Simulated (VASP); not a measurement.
# FeCuH4 (Cmmm) in VASP: single point with PBE

Aim: the single point of FeCuH4 with PBE.

Everything below comes from runs of VASP 6.6.1. Logs are shortened: lines on timing, memory, paths and dates and some standing lists are left out, and cuts for length are marked.

### 1 The cell of the first run

It takes space group Cmmm (No. 65, orthorhombic). Conventional cell: a = 4.932 Å, b = 4.935 Å, c = 2.859 Å, α = 90.00°, β = 90.00°, γ = 90.00°. Within 2.2 Å of Fe (site symmetry mmm) lie 8 H at 1.64 to 1.74 Å. Within 2.2 Å of Cu (site symmetry mmm) lie 2 H at 1.66 Å. Within 2.2 Å of H (site symmetry m2m) lie 5 H at 1.62 to 1.93 Å and 2 Fe at 1.64 Å and 1 Cu at 1.66 Å. H (site symmetry 2/m) has 2 Fe at 1.74 Å and 4 H at 1.93 Å and 4 Cu at 2.26 Å within 2.3 Å.

### 2 Single point, PBE

Contents of INCAR:

```
ALGO     = Normal         # electronic algorithm
EDIFF    = 1E-6           # SCF threshold, eV
ENCUT    = 520            # plane-wave cutoff, eV
GGA      = PE             # functional
ISIF     = 2              # what is computed and relaxed
ISMEAR   = 0              # smearing method
LASPH    = True           # aspherical terms in the spheres
LCHARG   = False          # write CHGCAR
LREAL    = False          # projectors in reciprocal space
LWAVE    = False          # write WAVECAR
NBANDS   = 20             # bands
NELM     = 60             # most SCF steps
PREC     = Accurate       # precision mode
SIGMA    = 0.1            # smearing width, eV
```

Contents of KPOINTS:

```
k-points
0
Gamma
  12 12 14
```

Contents of POSCAR:

```
FeCuH4
1.0
    2.4660630910     -2.4673691745      0.0000000000
    2.4660630910      2.4673691745      0.0000000000
    0.0000000000      0.0000000000      2.8588064797
Fe Cu H
1 1 4
Direct
    0.0000000000      0.0000000000      0.5000000000
    0.5000000000      0.5000000000      0.0000000000
    0.1639264990      0.8360735010      0.0000000000
    0.8360735010      0.1639264990      0.0000000000
    0.0000000000      0.5000000000      0.5000000000
    0.5000000000      0.0000000000      0.5000000000
```

Potentials or basis: VASP PAW PBE potentials, release 64 (Fe, Cu, H).

Run with:

```bash
> cat potpaw_PBE.64/Fe/POTCAR potpaw_PBE.64/Cu/POTCAR potpaw_PBE.64/H/POTCAR > POTCAR
> mpirun -np 1 vasp_std > vasp.out
```

OUTCAR:

```text
EDIFF = 1E-6
   ENCUT = 520
   GGA = PE
   ISIF = 2
   ISMEAR = 0
   LASPH = True
   LREAL = False
   NELM = 60
   PREC = Accurate

 ion  position               nearest neighbor table
   1  0.000  0.000  0.500-   3 1.64   4 1.64   3 1.64   4 1.64   5 1.74   6 1.74   5 1.74   6 1.74
                             2 2.85   2 2.85   2 2.85   2 2.85   2 2.85   2 2.85   2 2.85   2 2.85
   2  0.500  0.500  0.000-   3 1.66   4 1.66   1 2.85   1 2.85   1 2.85   1 2.85   1 2.85   1 2.85
                             1 2.85   1 2.85
   3  0.164  0.836  0.000-   1 1.64   1 1.64   2 1.66
   4  0.836  0.164  0.000-   1 1.64   1 1.64   2 1.66
   5  0.000  0.500  0.500-   1 1.74   1 1.74
   6  0.500  0.000  0.500-   1 1.74   1 1.74

  LATTYP: Found a base centered orthorhombic cell.
 ALAT       =     4.9321261820
 B/A-ratio  =     1.0005296229
 C/A-ratio  =     0.5796296312

  Lattice vectors:

 A1 = (   2.4660630910,  -2.4673691745,   0.0000000000)
 A2 = (   2.4660630910,   2.4673691745,   0.0000000000)
 A3 = (   0.0000000000,   0.0000000000,   2.8588064797)

Analysis of symmetry for initial positions (statically):
=====================================================================
 Subroutine PRICEL returns:
 Original cell was already a primitive cell.

 Routine SETGRP: Setting up the symmetry group for a
 base centered orthorhombic supercell.

 Subroutine GETGRP returns: Found  8 space group operations
 (whereof  8 operations were pure point group operations)
 out of a pool of  8 trial point group operations.

The static configuration has the point symmetry D_2h.

Analysis of symmetry for dynamics (positions and initial velocities):
=====================================================================
 Subroutine PRICEL returns:
 Original cell was already a primitive cell.

 Routine SETGRP: Setting up the symmetry group for a
 base centered orthorhombic supercell.

 Subroutine GETGRP returns: Found  8 space group operations
 (whereof  8 operations were pure point group operations)
 out of a pool of  8 trial point group operations.

The dynamic configuration has the point symmetry D_2h.

 Subroutine INISYM returns: Found  8 space group operations
 (whereof  8 operations are pure point group operations),
 and found     1 'primitive' translations

----------------------------------------------------------------------------------------

                                     Primitive cell

  volume of cell :      34.7899

  direct lattice vectors                    reciprocal lattice vectors
     2.466063091 -2.467369174  0.000000000     0.202752315 -0.202644989  0.000000000
     2.466063091  2.467369174  0.000000000     0.202752315  0.202644989  0.000000000
     0.000000000  0.000000000  2.858806480     0.000000000  0.000000000  0.349796325

  length of vectors
     3.488463532  3.488463532  2.858806480     0.286659193  0.286659193  0.349796325

  position of ions in fractional coordinates (direct lattice)
     0.000000000  0.000000000  0.500000000
     0.500000000  0.500000000  0.000000000
     0.163926499  0.836073501  0.000000000
     0.836073501  0.163926499  0.000000000
     0.000000000  0.500000000  0.500000000
     0.500000000  0.000000000  0.500000000

  ion indices of the primitive-cell ions
   primitive index   ion index
                 1           1
                 2           2
                 3           3
                 4           4
                 5           5
                 6           6

----------------------------------------------------------------------------------------

 KPOINTS: k-points

Automatic generation of k-mesh.
 Grid dimensions read from file:
 generate k-points for:   12   12   14

 Generating k-lattice:

  Cartesian coordinates                     Fractional coordinates (reciprocal lattice)
     0.016896026 -0.016887082  0.000000000     0.083333333  0.000000000  0.000000000
     0.016896026  0.016887082  0.000000000     0.000000000  0.083333333  0.000000000
     0.000000000  0.000000000  0.024985452     0.000000000  0.000000000  0.071428571

  Length of vectors
     0.023888266  0.023888266  0.024985452

  Shift w.r.t. Gamma in fractional coordinates (k-lattice)
     0.000000000  0.000000000  0.000000000

 Subroutine IBZKPT returns following result:
 ===========================================

 Found    344 irreducible k-points:

 Following reciprocal coordinates:
            Coordinates               Weight
  0.000000  0.000000  0.000000      1.000000
  0.083333  0.000000  0.000000      4.000000
  0.166667  0.000000  0.000000      4.000000
  0.250000  0.000000  0.000000      4.000000
  0.333333 -0.000000  0.000000      4.000000
  0.416667  0.000000  0.000000      4.000000
[... 16 lines left out ...]
  0.500000  0.166667  0.000000      4.000000
 -0.416667  0.166667  0.000000      4.000000
 [... further k-points ...]
   k-points           NKPTS =    344   k-points in BZ     NKDIM =    344   number of bands    NBANDS=     20
   number of dos      NEDOS =    301   number of ions     NIONS =      6
   total plane-waves  NPLWV =  18816
   dimension x,y,z NGX =    28 NGY =   28 NGZ =   24
   dimension x,y,z NGXF=    56 NGYF=   56 NGZF=   48
   ions per type =               1   1   4
   NGX,Y,Z   is equivalent  to a cutoff of  13.34, 13.34, 13.96 a.u.
   NGXF,Y,Z  is equivalent  to a cutoff of  26.69, 26.69, 27.91 a.u.
 SYSTEM =  unknown system
   PREC   = accura    normal or accurate (medium, high low for compatibility)
   ISTART =      0    job   : 0-new  1-cont  2-samecut
   ICHARG =      2    charge: 1-file 2-atom 10-const
   ISPIN  =      1    spin polarized calculation?
   LNONCOLLINEAR =      F non collinear calculations
   LSORBIT =      F    spin-orbit coupling
   LASPH  =      T    aspherical Exc in radial PAW
   ENCUT  =  520.0 eV  38.22 Ry    6.18 a.u.   6.49  6.49  5.32*2*pi/ulx,y,z
   NELM   =     60;   NELMIN=  2; NELMDL= -5     # of ELM steps
   EDIFF  = 0.1E-05   stopping-criterion for ELM
   LREAL  =      F    real-space projection
   EDIFFG = 0.1E-04   stopping-criterion for IOM
   NSW    =      0    number of steps for IOM
   IBRION =     -1    ionic relax: 0-MD 1-quasi-New 2-CG
   NFREE  =      0    steps in history (QN), initial steepest desc. (CG)
   ISIF   =      2    stress and relaxation
   ISYM   =      2    0-nonsym 1-usesym 2-fastsym
   POTIM  = 0.5000    time-step for ionic-motion
   TEBEG  =    0.0;   TEEND  =   0.0 temperature during run
   PSTRESS=    0.0 pullay stress
   NELECT =      23.0000    total number of electrons
   NUPDOWN=      -1.0000    fix difference up-down
   EMIN   =  10.00;   EMAX   =-10.00  energy-range for DOS
   EFERMI =   0.00;   METHOD = LEGACY
   ISMEAR =     0;   SIGMA  =   0.10  broadening in eV -4-tet -1-fermi 0-gaus
   EFERMI_NEDOS =   21; number of points for ismear=-14 and -15
   IALGO  =     38    algorithm
   IMIX   =      4    mixing-type and parameters
     AMIX     =   0.40;   BMIX     =  1.00
     AMIX_MAG =   1.60;   BMIX_MAG =  1.00
  volume/ion in A,a.u.               =       5.80        39.13
  Fermi-wavevector in a.u.,A,eV,Ry     =   1.426154  2.695040 27.673096  2.033915
  Thomas-Fermi vector in A             =   2.546461
   LORBIT       =      0    0 simple, 1 ext, 2 COOP (PROOUT), +10 PAW based schemes
   GGA     = PE    functional components
   LHFCALC =     F    Hartree Fock is set to
   AEXX    =    0.0000 exact exchange contribution
   IVDW    =     0    specifies the selected vdW correction
   LEPSILON=     F    determine dielectric tensor
   LRPA    =     F    only Hartree local field effects (RPA)
 non-spin polarized calculation
 Gauss-broadening in eV      SIGMA  =   0.10
  energy-cutoff  :      520.00
  volume of cell :       34.79
 maximum number of plane-waves:       963
 NGX is ok and might be reduce to    28
   NGX = 13   NGY = 13   NGZ = 11

 number of electron      23.0000010 magnetization

 Free energy of the ion-electron system (eV)
  ---------------------------------------------------
  ext. energy  EPLUGINS =         0.00000000
  ---------------------------------------------------
  free energy    TOTEN  =       -23.70104454 eV

  energy without entropy =      -23.69358733  energy(sigma->0) =      -23.69731594

 E-fermi :   5.3950     XC(G=0): -12.1378

 val. band max:        5.3936087256   @ k =  -0.2500   0.0833   0.0714
 cond. band min:       5.3956839305   @ k =   0.4167   0.4167   0.3571
 fundamental gap:      0.0020752048
 Fermi energy:         5.3949708452

 k-point     1 :       0.0000    0.0000    0.0000
  band No.  band energies     occupation
      1      -6.9653      2.00000
      2      -0.7635      2.00000
      3      -0.3076      2.00000
      4       2.2133      2.00000
      5       2.6742      2.00000
      6       2.6988      2.00000
[... 12 lines left out ...]
     19      19.7027      0.00000
     20      22.3043      0.00000

 k-point     2 :       0.0833    0.0000    0.0000
  band No.  band energies     occupation
      1      -6.8844      2.00000
      2      -0.8188      2.00000
      3      -0.3008      2.00000
      4       1.9815      2.00000
      5       2.5603      2.00000
      6       2.7044      2.00000
[... 12 lines left out ...]
     19      19.1544      0.00000
     20      21.3396      0.00000

 k-point     3 :       0.1667    0.0000    0.0000
  band No.  band energies     occupation
      1      -6.6449      2.00000
      2      -1.0686      2.00000
      3      -0.2348      2.00000
      4       1.6550      2.00000
      5       2.5152      2.00000
      6       2.7110      2.00000
[... 12 lines left out ...]
     19      18.2285      0.00000
     20      20.3642      0.00000

 k-point     4 :       0.2500    0.0000    0.0000
  band No.  band energies     occupation
      1      -6.2571      2.00000
      2      -1.5892      2.00000
      3      -0.0788      2.00000
      4       1.4554      2.00000
      5       2.4479      2.00000
      6       2.7184      2.00000
[... 429 lines left out ...]
 k-point    23 :       0.5000    0.1667    0.0000
  band No.  band energies     occupation
      1      -4.5720      2.00000
      2      -3.2149      2.00000
      3       0.0008      2.00000
      4       1.6115      2.00000
      5       2.2479      2.00000
      6       2.6621      2.00000
[... 12 lines left out ...]
     19      18.5481      0.00000
     20      19.0353      0.00000

 k-point    24 :      -0.4167    0.1667    0.0000
  band No.  band energies     occupation
      1      -4.8589      2.00000
      2      -2.8598      2.00000
      3      -0.0554      2.00000
      4       1.3826      2.00000
      5       2.3539      2.00000
      6       2.6977      2.00000
[... 12 lines left out ...]
     19      19.2075      0.00000
     20      19.5259      0.00000

 [... further k-points ...]

------------------------ aborting loop because EDIFF is reached ----------------------------------------

  FORCE on cell =-STRESS in cart. coord.  units (eV):
  Direction    XX          YY          ZZ          XY          YZ          ZX
  --------------------------------------------------------------------------------------
  -------------------------------------------------------------------------------------
  Total       -0.0122575      0.0629944      0.1044325      0.0000000      0.0000000      0.0000000
  in kB       -0.5644953      2.9010769      4.8094250      0.0000000      0.0000000      0.0000000
  external PRESSURE =       2.3820022 kB  Pullay stress =       0.0000000 kB

 VOLUME and BASIS-vectors are now :
 -----------------------------------------------------------------------------
  energy-cutoff  :      520.00
  volume of cell :       34.79
      direct lattice vectors                 reciprocal lattice vectors
     2.466063091 -2.467369174  0.000000000     0.202752315 -0.202644989  0.000000000
     2.466063091  2.467369174  0.000000000     0.202752315  0.202644989  0.000000000
     0.000000000  0.000000000  2.858806480     0.000000000  0.000000000  0.349796325

 POSITION                                       TOTAL-FORCE (eV/Angst)
 -----------------------------------------------------------------------------------
      0.00000      0.00000      1.42940        -0.000000      0.000000      0.000000
      2.46606      0.00000      0.00000         0.000000     -0.000000      0.000000
      2.46606      1.65843      0.00000        -0.000000     -0.003355     -0.000000
      2.46606     -1.65843      0.00000        -0.000000      0.003355      0.000000
      1.23303      1.23368      1.42940        -0.000000     -0.000000      0.000000
      1.23303     -1.23368      1.42940        -0.000000     -0.000000      0.000000
 -----------------------------------------------------------------------------------
    total drift:                                0.000000      0.000000      0.000000

  FREE ENERGIE OF THE ION-ELECTRON SYSTEM (eV)
  ---------------------------------------------------
  free  energy   TOTEN  =       -23.7010445394 eV

  energy  without entropy=      -23.6935873341  energy(sigma->0) =      -23.69731594
```

Run time: 2.5 min. Hardware: 1 thread of Intel Xeon Platinum 8488C (Sapphire Rapids), shared host; peak memory 0.36 GiB.

Results:

```yaml
Free_energy: -23.7010 eV
Pressure: 0.2 GPa
Largest_force: 0.003 eV/Å
```

Forces on the atoms (eV/Å):
```
Fe   0.000  0.000  0.000
Cu   0.000  0.000  0.000
H    0.000 -0.003  0.000
H    0.000  0.003  0.000
H    0.000  0.000  0.000
H    0.000  0.000  0.000
```

Levels at points of the mesh, in eV from the Fermi level:
```tsv
k point	band 7	band 8	band 9	band 10	band 11	band 12	band 13	band 14	band 15	band 16
(0.00, 0.00, 0.00)	-2.69	-2.43	-2.02	-0.66	-0.28	-0.15	3.21	4.60	5.97	7.05
(0.50, 0.00, 0.00)	-2.51	-2.40	-1.43	-0.99	-0.58	-0.34	2.63	4.92	5.28	7.60
(0.50, 0.50, 0.00)	-2.63	-2.61	-2.46	-0.71	-0.60	-0.22	0.49	2.01	3.68	9.87
(0.00, 0.00, 0.50)	-2.99	-2.84	-1.76	-1.47	-0.46	0.43	4.56	4.92	6.37	8.47
(0.50, 0.00, 0.50)	-2.53	-1.87	-1.85	-0.99	-0.38	-0.25	1.59	2.60	6.60	7.64
(0.50, 0.50, 0.50)	-2.26	-2.19	-1.12	-0.66	-0.52	-0.48	-0.36	3.17	3.18	4.05
```
